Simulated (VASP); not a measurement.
# VH2 (Fm-3m) in VASP: single point with PBEsol

Aim: the single point of VH2 with PBEsol.

Program: VASP 6.6.1. These are calculated values, not measurements. Logs are shortened: lines on timing, memory, paths and dates and some standing lists are left out, and cuts for length are marked.

**1. The cell of the first run**

Symmetry: Fm-3m, No. 225, cubic system. The conventional cell has a = 4.195 Å, b = 4.195 Å, c = 4.195 Å, α = 90.00°, β = 90.00°, γ = 90.00°. V (site symmetry m-3m) has 8 H at 1.82 Å within 2.4 Å. Within 2.4 Å of H (site symmetry -43m) lie 4 V at 1.82 Å and 6 H at 2.10 Å.

**2. Single point, PBEsol**

INCAR reads:

```
SYSTEM = VH2
ALGO     = Normal         ! electronic algorithm
EDIFF    = 1E-6           ! SCF threshold, eV
ENCUT    = 520            ! plane-wave cutoff, eV
GGA      = PS             ! functional
ISIF     = 2              ! what is computed and relaxed
ISMEAR   = -1             ! smearing method
LASPH    = .TRUE.         ! aspherical terms in the spheres
LCHARG   = .FALSE.        ! write CHGCAR
LREAL    = .FALSE.        ! projectors in reciprocal space
LWAVE    = .FALSE.        ! write WAVECAR
NBANDS   = 14             ! bands
NELM     = 100            ! most SCF steps
PREC     = Accurate       ! precision mode
SIGMA    = 0.05           ! smearing width, eV
```

KPOINTS reads:

```
k-points
0
G
  11 11 11
  0 0 0
```

POSCAR reads:

```
VH2
1.0
    0.0000000000      2.0975786559      2.0975786559
    2.0975786559      0.0000000000      2.0975786559
    2.0975786559      2.0975786559      0.0000000000
V H
1 2
Direct
    0.0000000000      0.0000000000      0.0000000000
    0.7500000000      0.7500000000      0.7500000000
    0.2500000000      0.2500000000      0.2500000000
```

Potentials or basis: VASP PAW PBE potentials, release 64 (V_sv, H).

Command:

```
> cat potpaw_PBE.64/V_sv/POTCAR potpaw_PBE.64/H/POTCAR > POTCAR
> mpirun -np 1 vasp_std > vasp.out
```

OUTCAR:

```text
SYSTEM = VH2
   EDIFF = 1E-6
   ENCUT = 520
   GGA = PS
   ISIF = 2
   ISMEAR = -1
   LASPH = .TRUE.
   LREAL = .FALSE.
   NELM = 100
   PREC = Accurate

 ion  position               nearest neighbor table
   1  0.000  0.000  0.000-   2 1.82   3 1.82   2 1.82   2 1.82   2 1.82   3 1.82   3 1.82   3 1.82

   2  0.750  0.750  0.750-   1 1.82   1 1.82   1 1.82   1 1.82
   3  0.250  0.250  0.250-   1 1.82   1 1.82   1 1.82   1 1.82

  LATTYP: Found a face centered cubic cell.
 ALAT       =     4.1951573118

  Lattice vectors:

 A1 = (   0.0000000000,   2.0975786559,   2.0975786559)
 A2 = (   2.0975786559,   0.0000000000,   2.0975786559)
 A3 = (   2.0975786559,   2.0975786559,   0.0000000000)

Analysis of symmetry for initial positions (statically):
=====================================================================
 Subroutine PRICEL returns:
 Original cell was already a primitive cell.

 Routine SETGRP: Setting up the symmetry group for a
 face centered cubic supercell.

 Subroutine GETGRP returns: Found 48 space group operations
 (whereof 48 operations were pure point group operations)
 out of a pool of 48 trial point group operations.

The static configuration has the point symmetry O_h .

Analysis of symmetry for dynamics (positions and initial velocities):
=====================================================================
 Subroutine PRICEL returns:
 Original cell was already a primitive cell.

 Routine SETGRP: Setting up the symmetry group for a
 face centered cubic supercell.

 Subroutine GETGRP returns: Found 48 space group operations
 (whereof 48 operations were pure point group operations)
 out of a pool of 48 trial point group operations.

The dynamic configuration has the point symmetry O_h .

 Subroutine INISYM returns: Found 48 space group operations
 (whereof 48 operations are pure point group operations),
 and found     1 'primitive' translations

----------------------------------------------------------------------------------------

                                     Primitive cell

  volume of cell :      18.4580

  direct lattice vectors                    reciprocal lattice vectors
     0.000000000  2.097578656  2.097578656    -0.238370084  0.238370084  0.238370084
     2.097578656  0.000000000  2.097578656     0.238370084 -0.238370084  0.238370084
     2.097578656  2.097578656  0.000000000     0.238370084  0.238370084 -0.238370084

  length of vectors
     2.966424183  2.966424183  2.966424183     0.412869096  0.412869096  0.412869096

  position of ions in fractional coordinates (direct lattice)
     0.000000000  0.000000000  0.000000000
     0.750000000  0.750000000  0.750000000
     0.250000000  0.250000000  0.250000000

  ion indices of the primitive-cell ions
   primitive index   ion index
                 1           1
                 2           2
                 3           3

----------------------------------------------------------------------------------------

 KPOINTS: k-points

Automatic generation of k-mesh.
 Grid dimensions read from file:
 generate k-points for:   11   11   11

 Generating k-lattice:

  Cartesian coordinates                     Fractional coordinates (reciprocal lattice)
    -0.021670008  0.021670008  0.021670008     0.090909091  0.000000000  0.000000000
     0.021670008 -0.021670008  0.021670008     0.000000000  0.090909091  0.000000000
     0.021670008  0.021670008 -0.021670008     0.000000000  0.000000000  0.090909091

  Length of vectors
     0.037533554  0.037533554  0.037533554

  Shift w.r.t. Gamma in fractional coordinates (k-lattice)
     0.000000000  0.000000000  0.000000000

 Subroutine IBZKPT returns following result:
 ===========================================

 Found     56 irreducible k-points:

 Following reciprocal coordinates:
            Coordinates               Weight
  0.000000  0.000000  0.000000      1.000000
  0.090909  0.000000  0.000000      8.000000
  0.181818  0.000000  0.000000      8.000000
  0.272727  0.000000  0.000000      8.000000
  0.363636  0.000000  0.000000      8.000000
  0.454545  0.000000  0.000000      8.000000
[... 16 lines left out ...]
 -0.272727  0.181818  0.000000     24.000000
 -0.181818  0.181818  0.000000     12.000000
 [... further k-points ...]
   k-points           NKPTS =     56   k-points in BZ     NKDIM =     56   number of bands    NBANDS=     14
   number of dos      NEDOS =    301   number of ions     NIONS =      3
   total plane-waves  NPLWV =  13824
   dimension x,y,z NGX =    24 NGY =   24 NGZ =   24
   dimension x,y,z NGXF=    48 NGYF=   48 NGZF=   48
   ions per type =               1   2
   NGX,Y,Z   is equivalent  to a cutoff of  13.45, 13.45, 13.45 a.u.
   NGXF,Y,Z  is equivalent  to a cutoff of  26.90, 26.90, 26.90 a.u.
 SYSTEM =  VH2
   PREC   = accura    normal or accurate (medium, high low for compatibility)
   ISTART =      0    job   : 0-new  1-cont  2-samecut
   ICHARG =      2    charge: 1-file 2-atom 10-const
   ISPIN  =      1    spin polarized calculation?
   LNONCOLLINEAR =      F non collinear calculations
   LSORBIT =      F    spin-orbit coupling
   LASPH  =      T    aspherical Exc in radial PAW
   ENCUT  =  520.0 eV  38.22 Ry    6.18 a.u.   5.52  5.52  5.52*2*pi/ulx,y,z
   NELM   =    100;   NELMIN=  2; NELMDL= -5     # of ELM steps
   EDIFF  = 0.1E-05   stopping-criterion for ELM
   LREAL  =      F    real-space projection
   EDIFFG = 0.1E-04   stopping-criterion for IOM
   NSW    =      0    number of steps for IOM
   IBRION =     -1    ionic relax: 0-MD 1-quasi-New 2-CG
   NFREE  =      0    steps in history (QN), initial steepest desc. (CG)
   ISIF   =      2    stress and relaxation
   ISYM   =      2    0-nonsym 1-usesym 2-fastsym
   POTIM  = 0.5000    time-step for ionic-motion
   TEBEG  =    0.0;   TEEND  =   0.0 temperature during run
   PSTRESS=    0.0 pullay stress
   NELECT =      15.0000    total number of electrons
   NUPDOWN=      -1.0000    fix difference up-down
   EMIN   =  10.00;   EMAX   =-10.00  energy-range for DOS
   EFERMI =   0.00;   METHOD = LEGACY
   ISMEAR =    -1;   SIGMA  =   0.05  broadening in eV -4-tet -1-fermi 0-gaus
   EFERMI_NEDOS =   21; number of points for ismear=-14 and -15
   IALGO  =     38    algorithm
   IMIX   =      4    mixing-type and parameters
     AMIX     =   0.40;   BMIX     =  1.00
     AMIX_MAG =   1.60;   BMIX_MAG =  1.00
  volume/ion in A,a.u.               =       6.15        41.52
  Fermi-wavevector in a.u.,A,eV,Ry     =   1.527720  2.886972 31.755009  2.333927
  Thomas-Fermi vector in A             =   2.635577
   LORBIT       =      0    0 simple, 1 ext, 2 COOP (PROOUT), +10 PAW based schemes
   GGA     = PS    functional components
   LHFCALC =     F    Hartree Fock is set to
   AEXX    =    0.0000 exact exchange contribution
   IVDW    =     0    specifies the selected vdW correction
   LEPSILON=     F    determine dielectric tensor
   LRPA    =     F    only Hartree local field effects (RPA)
 non-spin polarized calculation
  energy-cutoff  :      520.00
  volume of cell :       18.46
 maximum number of plane-waves:       531
 NGX is ok and might be reduce to    24
   NGX = 11   NGY = 11   NGZ = 11

 number of electron      14.9999994 magnetization

 Free energy of the ion-electron system (eV)
  ---------------------------------------------------
  ext. energy  EPLUGINS =         0.00000000
  ---------------------------------------------------
  free energy    TOTEN  =       -17.08419330 eV

  energy without entropy =      -17.07256133  energy(sigma->0) =      -17.07837731

 E-fermi :   8.5454     XC(G=0): -12.5564

 val. band max:        8.5121822309   @ k =  -0.3636   0.2727   0.0909
 cond. band min:       8.5664628424   @ k =  -0.2727   0.2727   0.0909
 fundamental gap:      0.0542806116
 Fermi energy:         8.5453601416

 k-point     1 :       0.0000    0.0000    0.0000
  band No.  band energies     occupation
      1     -55.7574      2.00000
      2     -29.5382      2.00000
      3     -29.5382      2.00000
      4     -29.5382      2.00000
      5      -3.0992      2.00000
      6       7.5140      2.00000
      7       7.5140      2.00000
      8       7.5140      2.00000
      9       9.3235      0.00000
     10       9.3235      0.00000
     11       9.8472      0.00000
     12      24.7789      0.00000
     13      26.0466      0.00000
     14      26.0466      0.00000

 k-point     2 :       0.0909    0.0000    0.0000
  band No.  band energies     occupation
      1     -55.7526      2.00000
      2     -29.5710      2.00000
      3     -29.5423      2.00000
      4     -29.5423      2.00000
      5      -2.8731      2.00000
      6       6.5812      2.00000
      7       7.5993      2.00000
      8       7.5993      2.00000
      9       9.2759      0.00000
     10       9.2759      0.00000
     11      10.9083      0.00000
     12      22.7627      0.00000
     13      25.9436      0.00000
     14      25.9443      0.00000

 k-point     3 :       0.1818    0.0000    0.0000
  band No.  band energies     occupation
      1     -55.7396      2.00000
      2     -29.6583      2.00000
      3     -29.5532      2.00000
      4     -29.5532      2.00000
      5      -2.2311      2.00000
      6       5.2336      2.00000
      7       7.7777      2.00000
      8       7.7777      2.00000
      9       9.2249      0.00000
     10       9.2249      0.00000
     11      12.5163      0.00000
     12      20.3505      0.00000
     13      24.3392      0.00000
     14      25.6384      0.00000
[... 324 lines left out ...]
 k-point    23 :      -0.2727    0.1818    0.0000
  band No.  band energies     occupation
      1     -55.7025      2.00000
      2     -29.8269      2.00000
      3     -29.6642      2.00000
      4     -29.5809      2.00000
      5       0.0301      2.00000
      6       3.2125      2.00000
      7       7.2346      2.00000
      8       8.3351      1.97062
      9       9.0077      0.00019
     10      10.3970      0.00000
     11      13.9301      0.00000
     12      17.4078      0.00000
     13      19.8067      0.00000
     14      23.3299      0.00000

 k-point    24 :      -0.1818    0.1818    0.0000
  band No.  band energies     occupation
      1     -55.7169      2.00000
      2     -29.7611      2.00000
      3     -29.6282      2.00000
      4     -29.5644      2.00000
      5      -0.9447      2.00000
      6       3.8372      2.00000
      7       7.5834      2.00000
      8       8.3346      1.97091
      9       8.6763      0.13578
     10       9.9195      0.00000
     11      13.9718      0.00000
     12      18.5712      0.00000
     13      21.0766      0.00000
     14      22.7574      0.00000

 [... further k-points ...]
[... 5 lines left out ...]
  --------------------------------------------------------------------------------------
  -------------------------------------------------------------------------------------
  Total       -0.4555011     -0.4555011     -0.4555011      0.0000000      0.0000000      0.0000000
  in kB      -39.5380503    -39.5380503    -39.5380503      0.0000000      0.0000000      0.0000000
  external PRESSURE =     -39.5380503 kB  Pullay stress =       0.0000000 kB

 VOLUME and BASIS-vectors are now :
 -----------------------------------------------------------------------------
  energy-cutoff  :      520.00
  volume of cell :       18.46
      direct lattice vectors                 reciprocal lattice vectors
     0.000000000  2.097578656  2.097578656    -0.238370084  0.238370084  0.238370084
     2.097578656  0.000000000  2.097578656     0.238370084 -0.238370084  0.238370084
     2.097578656  2.097578656  0.000000000     0.238370084  0.238370084 -0.238370084

 POSITION                                       TOTAL-FORCE (eV/Angst)
 -----------------------------------------------------------------------------------
      0.00000      0.00000      0.00000        -0.000000      0.000000      0.000000
      3.14637      3.14637      3.14637        -0.000000     -0.000000      0.000000
      1.04879      1.04879      1.04879         0.000000      0.000000     -0.000000
 -----------------------------------------------------------------------------------
    total drift:                               -0.000000      0.000000      0.000000

  FREE ENERGIE OF THE ION-ELECTRON SYSTEM (eV)
  ---------------------------------------------------
  free  energy   TOTEN  =       -17.0841932957 eV

  energy  without entropy=      -17.0725613254  energy(sigma->0) =      -17.07837731
```

Run time: 4.9 s. Hardware: 1 thread of Intel Xeon 6975P-C (Granite Rapids), shared host; peak memory 0.14 GiB.

Results:

- Free energy: -17.0842 eV
- Pressure: -4.0 GPa

Caveat: the PAW data sets were made with another functional, which shifts forces and pressure a little.
